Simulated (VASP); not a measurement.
# SrTiO3 (Tausonite) (Pm-3m) in VASP: further runs, part 2 of 2

VASP 6.6.1. The steps go on from the part before.

## 6. Single point, r2SCAN (volume scaled by 0.91)

The input, POSCAR:

```
SrTiO3
1.0
    3.7859375481      0.0000000000      0.0000000000
    0.0000000000      3.7859375481      0.0000000000
    0.0000000000      0.0000000000      3.7859375481
Sr Ti O
1 1 3
Direct
    0.5000000000      0.5000000000      0.5000000000
    0.0000000000      0.0000000000      0.0000000000
    0.5000000000      0.0000000000      0.0000000000
    0.0000000000      0.5000000000      0.0000000000
    0.0000000000      0.0000000000      0.5000000000
```

The input, INCAR.step1:

```
PREC = Accurate ; ENCUT = 520
ISMEAR = 0 ; SIGMA = 0.02
LREAL = False ; LASPH = True
NELM = 80 ; NBANDS = 28
GGA = PE ; ALGO = Normal
EDIFF = 1E-4 ; LWAVE = True
LCHARG = False
```

The input, INCAR.step2:

```
PREC = Accurate ; ENCUT = 520
EDIFF = 1E-7 ; ISMEAR = 0
SIGMA = 0.02 ; LREAL = False
LASPH = True ; NELM = 80
ALGO = Normal ; ISIF = 2
LWAVE = False ; LCHARG = False
METAGGA = R2SCAN ; LMIXTAU = True
NBANDS = 28 ; ISTART = 1
```

The input, KPOINTS:

```
regular mesh
0
Gamma
  8 8 8
```

Potentials or basis: VASP PAW PBE potentials, release 64 (Sr_sv, Ti_sv, O).

Command:

```bash
$ cat potpaw_PBE.64/Sr_sv/POTCAR potpaw_PBE.64/Ti_sv/POTCAR potpaw_PBE.64/O/POTCAR > POTCAR
$ cp INCAR.step1 INCAR
$ mpirun -np 1 vasp_std > vasp.out
$ cp INCAR.step2 INCAR
$ mpirun -np 1 vasp_std > vasp.out
```

OUTCAR:

```text
PREC = Accurate
   ENCUT = 520
   EDIFF = 1E-7
   ISMEAR = 0
   LREAL = False
   LASPH = True
   NELM = 80
   ISIF = 2
   METAGGA = R2SCAN
   ISTART = 1

 ion  position               nearest neighbor table
   1  0.500  0.500  0.500-   3 2.68   4 2.68   5 2.68   3 2.68   4 2.68   3 2.68   5 2.68   3 2.68
                             4 2.68   5 2.68   4 2.68   5 2.68   2 3.28   2 3.28   2 3.28   2 3.28
   2  0.000  0.000  0.000-   3 1.89   4 1.89   5 1.89   5 1.89   4 1.89   3 1.89   1 3.28   1 3.28
                             1 3.28   1 3.28   1 3.28   1 3.28   1 3.28   1 3.28
   3  0.500  0.000  0.000-   2 1.89   2 1.89   1 2.68   1 2.68   1 2.68   1 2.68
   4  0.000  0.500  0.000-   2 1.89   2 1.89   1 2.68   1 2.68   1 2.68   1 2.68
   5  0.000  0.000  0.500-   2 1.89   2 1.89   1 2.68   1 2.68   1 2.68   1 2.68

  LATTYP: Found a simple cubic cell.
 ALAT       =     3.7859375481

  Lattice vectors:

 A1 = (   3.7859375481,   0.0000000000,   0.0000000000)
 A2 = (   0.0000000000,   3.7859375481,   0.0000000000)
 A3 = (   0.0000000000,   0.0000000000,   3.7859375481)

Analysis of symmetry for initial positions (statically):
[... 174 lines left out ...]
  ---------------------------------------------------
  free energy    TOTEN  =       -62.94716828 eV

  energy without entropy =      -62.94716828  energy(sigma->0) =      -62.94716828

 E-fermi :   4.8531     XC(G=0): -12.4759

 val. band max:        4.6432134391   @ k =   0.5000   0.5000   0.5000
 cond. band min:       7.1154299160   @ k =   0.0000   0.0000   0.0000
 fundamental gap:      2.4722164769
 Fermi energy:         4.8531311037

 k-point     1 :       0.0000    0.0000    0.0000
  band No.  band energies     occupation
      1     -53.5934      2.00000
      2     -28.9558      2.00000
      3     -28.8667      2.00000
      4     -28.8667      2.00000
      5     -28.8667      2.00000
      6     -14.1135      2.00000
[... 733 lines left out ...]
     27      14.3358      0.00000
     28      14.6359      0.00000

 [... further k-points ...]
[... 5 lines left out ...]
  --------------------------------------------------------------------------------------
  -------------------------------------------------------------------------------------
  Total        7.8627019      7.8627019      7.8627019     -0.0000000     -0.0000000      0.0000000
  in kB      232.1464546    232.1464546    232.1464546     -0.0000000     -0.0000000      0.0000000
  external PRESSURE =     232.1464546 kB  Pullay stress =       0.0000000 kB

 VOLUME and BASIS-vectors are now :
 -----------------------------------------------------------------------------
  energy-cutoff  :      520.00
  volume of cell :       54.27
      direct lattice vectors                 reciprocal lattice vectors
     3.785937548  0.000000000  0.000000000     0.264135366  0.000000000  0.000000000
     0.000000000  3.785937548  0.000000000     0.000000000  0.264135366  0.000000000
     0.000000000  0.000000000  3.785937548     0.000000000  0.000000000  0.264135366

 POSITION                                       TOTAL-FORCE (eV/Angst)
 -----------------------------------------------------------------------------------
      1.89297      1.89297      1.89297         0.000000      0.000000      0.000000
      0.00000      0.00000      0.00000         0.000000      0.000000      0.000000
      1.89297      0.00000      0.00000         0.000000      0.000000      0.000000
      0.00000      1.89297      0.00000         0.000000      0.000000      0.000000
      0.00000      0.00000      1.89297         0.000000      0.000000      0.000000
 -----------------------------------------------------------------------------------
    total drift:                               -0.000000      0.000000     -0.000000

  FREE ENERGIE OF THE ION-ELECTRON SYSTEM (eV)
  ---------------------------------------------------
  free  energy   TOTEN  =       -62.9471682824 eV

  energy  without entropy=      -62.9471682824  energy(sigma->0) =      -62.94716828
```

OSZICAR.step1:

```text
N       E                     dE             d eps       ncg     rms          rms(c)
DAV:   1     0.426807317492E+03    0.42681E+03   -0.20933E+04  1960   0.158E+03
DAV:   2    -0.914462870444E+01   -0.43595E+03   -0.41598E+03  2196   0.437E+02
DAV:   3    -0.472470136993E+02   -0.38102E+02   -0.37821E+02  2288   0.133E+02
DAV:   4    -0.494449303059E+02   -0.21979E+01   -0.21937E+01  3272   0.266E+01
DAV:   5    -0.494784497359E+02   -0.33519E-01   -0.33508E-01  2528   0.291E+00    0.307E+01
DAV:   6    -0.394597636156E+02    0.10019E+02   -0.48840E+01  2648   0.679E+01    0.173E+01
DAV:   7    -0.395878659245E+02   -0.12810E+00   -0.61778E+00  2468   0.193E+01    0.128E+01
DAV:   8    -0.396534071051E+02   -0.65541E-01   -0.12740E+00  2336   0.125E+01    0.305E+00
DAV:   9    -0.395811058163E+02    0.72301E-01   -0.29685E-01  2356   0.613E+00    0.101E+00
DAV:  10    -0.395818469188E+02   -0.74110E-03   -0.87794E-02  2528   0.210E+00    0.674E-01
DAV:  11    -0.395770541335E+02    0.47928E-02   -0.20852E-02  2996   0.127E+00    0.140E-01
DAV:  12    -0.395769918646E+02    0.62269E-04   -0.13112E-03  2332   0.440E-01    0.109E-01
DAV:  13    -0.395769995451E+02   -0.76805E-05   -0.63654E-04  2160   0.185E-01
   1 F= -.39577000E+02 E0= -.39577000E+02  d E =-.391157E-41
```

Run time: 1.9 min. Hardware: 1 thread of Intel Xeon 6975P-C (Granite Rapids), shared host; peak memory 0.2 GiB.

Results:

| Item | Value |
| --- | --- |
| Free energy | -62.9472 eV |
| Pressure | 23.2 GPa |
| Band gap on the k mesh | 2.47 eV, indirect (least direct gap 2.79 eV) |

Caveat: the PAW data sets were made with another functional, which shifts forces and pressure a little. A k mesh can miss the band edges.

## 7. The runs side by side

```csv
cell,k mesh,smearing,gap on the mesh (eV),pressure (GPa)
"a = 3.905 Å, 5 atoms",6 × 6 × 6,gaussian 0.1 eV,2.28,1.2
"a = 3.907 Å, 5 atoms",8 × 8 × 8,gaussian 0.02 eV,2.27,0.9
"a = 3.907 Å, 5 atoms",8 × 8 × 8,gaussian 0.01 eV,2.27,0.9
"a = 3.744 Å, 5 atoms",8 × 8 × 8,gaussian 0.02 eV,2.54,33.3
"a = 3.786 Å, 5 atoms",8 × 8 × 8,gaussian 0.02 eV,2.47,23.2
```

Alike in all rows: task single point; level r2SCAN; potentials or basis VASP PAW PBE potentials, release 64 (Sr_sv, Ti_sv, O); no spin polarisation; cutoff (eV) 520.

On the cell as given the gap runs from 2.27 eV (r2SCAN) to 2.28 eV (r2SCAN); the meshes differ, which moves gaps too.

Caveats: the PAW data sets were made with another functional, which shifts forces and pressure a little.

Total energies depend on the potentials used, so only differences within one code and one set of settings carry meaning.
